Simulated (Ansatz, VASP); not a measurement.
## AlN: VASP beside Ansatz

File INCAR:

```
PREC = Accurate
ENCUT = 520
EDIFF = 1E-8
ISMEAR = -1
SIGMA = 0.02
LREAL = False
LASPH = True
NELM = 100
ALGO = Normal
ISIF = 2
LWAVE = False
LCHARG = False
GGA = PE
LEFG = True
NBANDS = 16
```

The input KPOINTS:

```
Automatic mesh
0
Gamma
  11 11 6
```

File POSCAR:

```
AlN
1.0
    3.0474944919      0.0000000000      0.0000000000
   -1.5237472460      2.6392076479      0.0000000000
    0.0000000000      0.0000000000      4.8763796492
Al N
2 2
Direct
    0.3333333333      0.6666666667      0.0000000000
    0.6666666667      0.3333333333      0.5000000000
    0.3333333333      0.6666666667      0.3850000000
    0.6666666667      0.3333333333      0.8850000000
```

Input for Ansatz:

```yaml
crystal:
  lattice:
    - [3.0474944919, 0.0, 0.0]
    - [-1.523747246, 2.6392076479, 0.0]
    - [0.0, 0.0, 4.8763796492]
  atoms:
    - { symbol: Al, position: [0.3333333333, 0.6666666667, 0.0] }
    - { symbol: Al, position: [0.6666666667, 0.3333333333, 0.5] }
    - { symbol: "N", position: [0.3333333333, 0.6666666667, 0.385] }
    - { symbol: "N", position: [0.6666666667, 0.3333333333, 0.885] }
kpoints:
  mp_grid: { grid: [11, 11, 6] }
scf:
  occupations: { method: fermi_dirac, width: 0.02 }
hamiltonian:
  xc: pbe
  pseudopotentials: { kind: all_electron, datasets: crystal }
output:
  forces: true
  stress: true
  eigenvalues: true
  efg: { contact_densities: true }
```

Change from the starting cell: volume scaled by 0.94, crystal datasets.

Alike in both runs: task electric field gradients; functional PBE; k mesh 11 × 11 × 6; occupations fermi-dirac, width 0.02 eV; no spin polarisation.

|  | VASP | Ansatz |
| --- | --- | --- |
| version | VASP 6.6.1 | Ansatz 0.2.0 |
| potentials or method | VASP PAW PBE potentials, release 64 (Al, N), cutoff 520 eV | all-electron PAW with datasets made for the crystal, scalar-relativistic |

VASP gave:

- gap on the k mesh at the Fermi level (eV): 4.72
- pressure (GPa): 18.4
- traceless stress, the component that is largest in VASP (GPa): -2.41
- rms of the force components (eV/Å): 0.107
- size of Vzz on the site where it differs most (V/Å²): 9.3

Problem. Which values does Ansatz return?

Solution. gap on the k mesh at the Fermi level (eV): 4.72; pressure (GPa): 18.5; traceless stress, the component that is largest in VASP (GPa): -2.43; rms of the force components (eV/Å): 0.107; size of Vzz on the site where it differs most (V/Å²): 9.0.

Atom by atom the forces differ by 0.000 eV/Å (rms over components). Ansatz ran all-electron here, and VASP with PAW potentials.
